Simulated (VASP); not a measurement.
# CsPbBr3 (Pm-3m) in VASP: single point with PBE

Aim: the single point of CsPbBr3 with PBE.

Everything below comes from runs of VASP 6.6.1. Logs are shortened: lines on timing, memory, paths and dates and some standing lists are left out, and cuts for length are marked.

## Step 1: The cell of the first run

The structure is cubic, space group Pm-3m (No. 221). Conventional cell: a = 5.825 Å, b = 5.825 Å, c = 5.825 Å, α = 90.00°, β = 90.00°, γ = 90.00°. Within 3.8 Å of Br (site symmetry 4/mmm) lie 2 Pb at 2.91 Å. Within 3.8 Å of Pb (site symmetry m-3m) lie 6 Br at 2.91 Å. Within 5.4 Å of Cs (site symmetry m-3m) lie 12 Br at 4.12 Å and 8 Pb at 5.04 Å.

## Step 2: Single point, PBE

Input file INCAR:

```
PREC = Accurate
ENCUT = 520
EDIFF = 1E-6
ISMEAR = -1
SIGMA = 0.1
LREAL = False
LASPH = True
NELM = 60
ALGO = Normal
ISIF = 2
LWAVE = False
LCHARG = False
GGA = PE
NBANDS = 30
```

Input file KPOINTS:

```
Automatic mesh
0
Gamma
  5 5 5
```

Input file POSCAR:

```
CsPbBr3
1.0
    5.8254600000      0.0000000000      0.0000000000
    0.0000000000      5.8254600000      0.0000000000
    0.0000000000      0.0000000000      5.8254600000
Br Pb Cs
3 1 1
Direct
    0.0000000000      0.5000000000      0.5000000000
    0.5000000000      0.0000000000      0.5000000000
    0.5000000000      0.5000000000      0.0000000000
    0.5000000000      0.5000000000      0.5000000000
    0.0000000000      0.0000000000      0.0000000000
```

Potentials or basis: VASP PAW PBE potentials, release 64 (Br, Pb_d, Cs_sv).

Command:

```bash
$ cat potpaw_PBE.64/Br/POTCAR potpaw_PBE.64/Pb_d/POTCAR potpaw_PBE.64/Cs_sv/POTCAR > POTCAR
$ mpirun -np 1 vasp_std > vasp.out
```

OUTCAR:

```text
PREC = Accurate
   ENCUT = 520
   EDIFF = 1E-6
   ISMEAR = -1
   LREAL = False
   LASPH = True
   NELM = 60
   ISIF = 2
   GGA = PE

 ion  position               nearest neighbor table
   1  0.000  0.500  0.500-   4 2.91   4 2.91
   2  0.500  0.000  0.500-   4 2.91   4 2.91
   3  0.500  0.500  0.000-   4 2.91   4 2.91
   4  0.500  0.500  0.500-   1 2.91   2 2.91   3 2.91   3 2.91   2 2.91   1 2.91
   5  0.000  0.000  0.000-

  LATTYP: Found a simple cubic cell.
 ALAT       =     5.8254600000

  Lattice vectors:

 A1 = (   5.8254600000,   0.0000000000,   0.0000000000)
 A2 = (   0.0000000000,   5.8254600000,   0.0000000000)
 A3 = (   0.0000000000,   0.0000000000,   5.8254600000)

Analysis of symmetry for initial positions (statically):
=====================================================================
 Subroutine PRICEL returns:
 Original cell was already a primitive cell.

 Routine SETGRP: Setting up the symmetry group for a
 simple cubic supercell.

 Subroutine GETGRP returns: Found 48 space group operations
 (whereof 48 operations were pure point group operations)
 out of a pool of 48 trial point group operations.

The static configuration has the point symmetry O_h .

Analysis of symmetry for dynamics (positions and initial velocities):
=====================================================================
 Subroutine PRICEL returns:
 Original cell was already a primitive cell.

 Routine SETGRP: Setting up the symmetry group for a
 simple cubic supercell.

 Subroutine GETGRP returns: Found 48 space group operations
 (whereof 48 operations were pure point group operations)
 out of a pool of 48 trial point group operations.

The dynamic configuration has the point symmetry O_h .

 Subroutine INISYM returns: Found 48 space group operations
 (whereof 48 operations are pure point group operations),
 and found     1 'primitive' translations

----------------------------------------------------------------------------------------

                                     Primitive cell

  volume of cell :     197.6927

  direct lattice vectors                    reciprocal lattice vectors
     5.825460000  0.000000000  0.000000000     0.171660264  0.000000000  0.000000000
     0.000000000  5.825460000  0.000000000     0.000000000  0.171660264  0.000000000
     0.000000000  0.000000000  5.825460000     0.000000000  0.000000000  0.171660264

  length of vectors
     5.825460000  5.825460000  5.825460000     0.171660264  0.171660264  0.171660264

  position of ions in fractional coordinates (direct lattice)
     0.000000000  0.500000000  0.500000000
     0.500000000  0.000000000  0.500000000
     0.500000000  0.500000000  0.000000000
     0.500000000  0.500000000  0.500000000
     0.000000000  0.000000000  0.000000000

  ion indices of the primitive-cell ions
   primitive index   ion index
                 1           1
                 2           2
                 3           3
                 4           4
                 5           5

----------------------------------------------------------------------------------------

 KPOINTS: Automatic mesh

Automatic generation of k-mesh.
 Grid dimensions read from file:
 generate k-points for:    5    5    5

 Generating k-lattice:

  Cartesian coordinates                     Fractional coordinates (reciprocal lattice)
     0.034332053  0.000000000  0.000000000     0.200000000  0.000000000  0.000000000
     0.000000000  0.034332053  0.000000000     0.000000000  0.200000000  0.000000000
     0.000000000  0.000000000  0.034332053     0.000000000  0.000000000  0.200000000

  Length of vectors
     0.034332053  0.034332053  0.034332053

  Shift w.r.t. Gamma in fractional coordinates (k-lattice)
     0.000000000  0.000000000  0.000000000

 Subroutine IBZKPT returns following result:
 ===========================================

 Found     10 irreducible k-points:

 Following reciprocal coordinates:
            Coordinates               Weight
  0.000000  0.000000  0.000000      1.000000
  0.200000  0.000000  0.000000      6.000000
  0.400000  0.000000  0.000000      6.000000
  0.200000  0.200000  0.000000     12.000000
  0.400000  0.200000  0.000000     24.000000
  0.400000  0.400000  0.000000     12.000000
  0.200000  0.200000  0.200000      8.000000
  0.400000  0.200000  0.200000     24.000000
  0.400000  0.400000  0.200000     24.000000
  0.400000  0.400000  0.400000      8.000000
   k-points           NKPTS =     10   k-points in BZ     NKDIM =     10   number of bands    NBANDS=     30
   number of dos      NEDOS =    301   number of ions     NIONS =      5
   total plane-waves  NPLWV = 110592
   dimension x,y,z NGX =    48 NGY =   48 NGZ =   48
   dimension x,y,z NGXF=    96 NGYF=   96 NGZF=   96
   ions per type =               3   1   1
   NGX,Y,Z   is equivalent  to a cutoff of  13.70, 13.70, 13.70 a.u.
   NGXF,Y,Z  is equivalent  to a cutoff of  27.40, 27.40, 27.40 a.u.
 SYSTEM =  unknown system
   PREC   = accura    normal or accurate (medium, high low for compatibility)
   ISTART =      0    job   : 0-new  1-cont  2-samecut
   ICHARG =      2    charge: 1-file 2-atom 10-const
   ISPIN  =      1    spin polarized calculation?
   LNONCOLLINEAR =      F non collinear calculations
   LSORBIT =      F    spin-orbit coupling
   LASPH  =      T    aspherical Exc in radial PAW
   ENCUT  =  520.0 eV  38.22 Ry    6.18 a.u.  10.83 10.83 10.83*2*pi/ulx,y,z
   NELM   =     60;   NELMIN=  2; NELMDL= -5     # of ELM steps
   EDIFF  = 0.1E-05   stopping-criterion for ELM
   LREAL  =      F    real-space projection
[... 7 lines left out ...]
   TEBEG  =    0.0;   TEEND  =   0.0 temperature during run
   PSTRESS=    0.0 pullay stress
   NELECT =      44.0000    total number of electrons
   NUPDOWN=      -1.0000    fix difference up-down
   EMIN   =  10.00;   EMAX   =-10.00  energy-range for DOS
   EFERMI =   0.00;   METHOD = LEGACY
   ISMEAR =    -1;   SIGMA  =   0.10  broadening in eV -4-tet -1-fermi 0-gaus
   EFERMI_NEDOS =   21; number of points for ismear=-14 and -15
   IALGO  =     38    algorithm
   IMIX   =      4    mixing-type and parameters
     AMIX     =   0.40;   BMIX     =  1.00
     AMIX_MAG =   1.60;   BMIX_MAG =  1.00
  volume/ion in A,a.u.               =      39.54       266.82
  Fermi-wavevector in a.u.,A,eV,Ry     =   0.992115  1.874826 13.392117  0.984293
  Thomas-Fermi vector in A             =   2.123904
   LORBIT       =      0    0 simple, 1 ext, 2 COOP (PROOUT), +10 PAW based schemes
   GGA     = PE    functional components
   LHFCALC =     F    Hartree Fock is set to
   AEXX    =    0.0000 exact exchange contribution
   IVDW    =     0    specifies the selected vdW correction
   LEPSILON=     F    determine dielectric tensor
   LRPA    =     F    only Hartree local field effects (RPA)
 non-spin polarized calculation
  energy-cutoff  :      520.00
  volume of cell :      197.69
 maximum number of plane-waves:      5377
 NGX is ok and might be reduce to    48
   NGX = 21   NGY = 21   NGZ = 21

 number of electron      44.0000010 magnetization

 Free energy of the ion-electron system (eV)
  ---------------------------------------------------
  ext. energy  EPLUGINS =         0.00000000
  ---------------------------------------------------
  free energy    TOTEN  =       -15.80070309 eV

  energy without entropy =      -15.80070184  energy(sigma->0) =      -15.80070246

 E-fermi :   2.1835     XC(G=0):  -7.7369

 val. band max:        0.9179053897   @ k =   0.4000   0.4000   0.4000
 cond. band min:       3.5295209320   @ k =   0.4000   0.4000   0.4000
 fundamental gap:      2.6116155422
 Fermi energy:         2.1834546496

 k-point     1 :       0.0000    0.0000    0.0000
  band No.  band energies     occupation
      1     -20.0128      2.00000
      2     -15.3844      2.00000
      3     -15.3844      2.00000
      4     -15.1961      2.00000
      5     -15.1961      2.00000
      6     -15.1961      2.00000
[... 22 lines left out ...]
     29       7.6665      0.00000
     30       7.6665      0.00000

 k-point     2 :       0.2000    0.0000    0.0000
  band No.  band energies     occupation
      1     -20.0123      2.00000
      2     -15.3844      2.00000
      3     -15.3593      2.00000
      4     -15.1965      2.00000
      5     -15.1965      2.00000
      6     -15.1960      2.00000
[... 22 lines left out ...]
     29       6.5305      0.00000
     30       7.5681      0.00000

 k-point     3 :       0.4000    0.0000    0.0000
  band No.  band energies     occupation
      1     -20.0116      2.00000
      2     -15.3843      2.00000
      3     -15.3175      2.00000
      4     -15.1971      2.00000
      5     -15.1971      2.00000
      6     -15.1960      2.00000
[... 22 lines left out ...]
     29       6.8650      0.00000
     30       7.8550      0.00000

 k-point     4 :       0.2000    0.2000    0.0000
  band No.  band energies     occupation
      1     -20.0119      2.00000
      2     -15.3721      2.00000
      3     -15.3457      2.00000
      4     -15.1969      2.00000
      5     -15.1965      2.00000
      6     -15.1964      2.00000
[... 22 lines left out ...]
     29       6.6952      0.00000
     30       7.1919      0.00000

 k-point     5 :       0.4000    0.2000    0.0000
  band No.  band energies     occupation
      1     -20.0113      2.00000
      2     -15.3680      2.00000
      3     -15.3067      2.00000
      4     -15.1975      2.00000
      5     -15.1971      2.00000
      6     -15.1964      2.00000
[... 22 lines left out ...]
     29       7.0127      0.00000
     30       7.5158      0.00000

 k-point     6 :       0.4000    0.4000    0.0000
  band No.  band energies     occupation
      1     -20.0107      2.00000
      2     -15.3528      2.00000
      3     -15.2766      2.00000
      4     -15.1982      2.00000
      5     -15.1971      2.00000
      6     -15.1971      2.00000
[... 22 lines left out ...]
     29       7.3533      0.00000
     30       7.5062      0.00000

 k-point     7 :       0.2000    0.2000    0.2000
  band No.  band energies     occupation
      1     -20.0115      2.00000
      2     -15.3457      2.00000
      3     -15.3457      2.00000
      4     -15.1969      2.00000
      5     -15.1969      2.00000
      6     -15.1969      2.00000
[... 22 lines left out ...]
     29       7.1458      0.00000
     30       7.1459      0.00000

 k-point     8 :       0.4000    0.2000    0.2000
  band No.  band energies     occupation
      1     -20.0109      2.00000
      2     -15.3456      2.00000
      3     -15.3016      2.00000
      4     -15.1975      2.00000
      5     -15.1975      2.00000
      6     -15.1968      2.00000
[... 22 lines left out ...]
     29       7.3789      0.00000
     30       7.5143      0.00000

 k-point     9 :       0.4000    0.4000    0.2000
  band No.  band energies     occupation
      1     -20.0103      2.00000
      2     -15.3244      2.00000
      3     -15.2766      2.00000
      4     -15.1982      2.00000
      5     -15.1975      2.00000
      6     -15.1975      2.00000
[... 22 lines left out ...]
     29       7.1855      0.00000
     30       7.4028      0.00000

 k-point    10 :       0.4000    0.4000    0.4000
  band No.  band energies     occupation
      1     -20.0098      2.00000
      2     -15.2765      2.00000
      3     -15.2765      2.00000
      4     -15.1982      2.00000
      5     -15.1982      2.00000
      6     -15.1982      2.00000
[... 22 lines left out ...]
     29       6.7891      0.00000
     30       7.7408      0.00000

------------------------ aborting loop because EDIFF is reached ----------------------------------------

  FORCE on cell =-STRESS in cart. coord.  units (eV):
  Direction    XX          YY          ZZ          XY          YZ          ZX
  --------------------------------------------------------------------------------------
  -------------------------------------------------------------------------------------
  Total        2.4530183      2.4530183      2.4530183      0.0000000      0.0000000      0.0000000
  in kB       19.8801976     19.8801976     19.8801976      0.0000000      0.0000000      0.0000000
  external PRESSURE =      19.8801976 kB  Pullay stress =       0.0000000 kB

 VOLUME and BASIS-vectors are now :
 -----------------------------------------------------------------------------
  energy-cutoff  :      520.00
  volume of cell :      197.69
      direct lattice vectors                 reciprocal lattice vectors
     5.825460000  0.000000000  0.000000000     0.171660264  0.000000000  0.000000000
     0.000000000  5.825460000  0.000000000     0.000000000  0.171660264  0.000000000
     0.000000000  0.000000000  5.825460000     0.000000000  0.000000000  0.171660264

 POSITION                                       TOTAL-FORCE (eV/Angst)
 -----------------------------------------------------------------------------------
      0.00000      2.91273      2.91273         0.000000      0.000000      0.000000
      2.91273      0.00000      2.91273         0.000000      0.000000      0.000000
      2.91273      2.91273      0.00000         0.000000      0.000000      0.000000
      2.91273      2.91273      2.91273         0.000000      0.000000      0.000000
      0.00000      0.00000      0.00000         0.000000      0.000000      0.000000
 -----------------------------------------------------------------------------------
    total drift:                                0.000000     -0.000000     -0.000000

  FREE ENERGIE OF THE ION-ELECTRON SYSTEM (eV)
  ---------------------------------------------------
  free  energy   TOTEN  =       -15.8007030863 eV

  energy  without entropy=      -15.8007018365  energy(sigma->0) =      -15.80070246
```

Wall time 2.2 min (1 thread of Intel Xeon 8259CL, shared host); peak memory 0.35 GiB.

Results:

```
Free energy            : -15.8007 eV
Pressure               : 2.0 GPa
Band gap on the k mesh : 2.61 eV
```

Levels at points of the mesh, in eV from the valence-band top:
```tsv
k point	band 18	band 19	band 20	band 21	band 22	band 23	band 24	band 25	band 26	band 27
(0.00, 0.00, 0.00)	-1.68	-1.68	-1.55	-1.55	-1.55	3.56	4.60	4.60	5.36	5.36
```

Caveat: spin-orbit coupling is left out, which moves the levels of the heavy elements; an odd mesh through Γ misses points on the zone boundary, where band edges can lie.
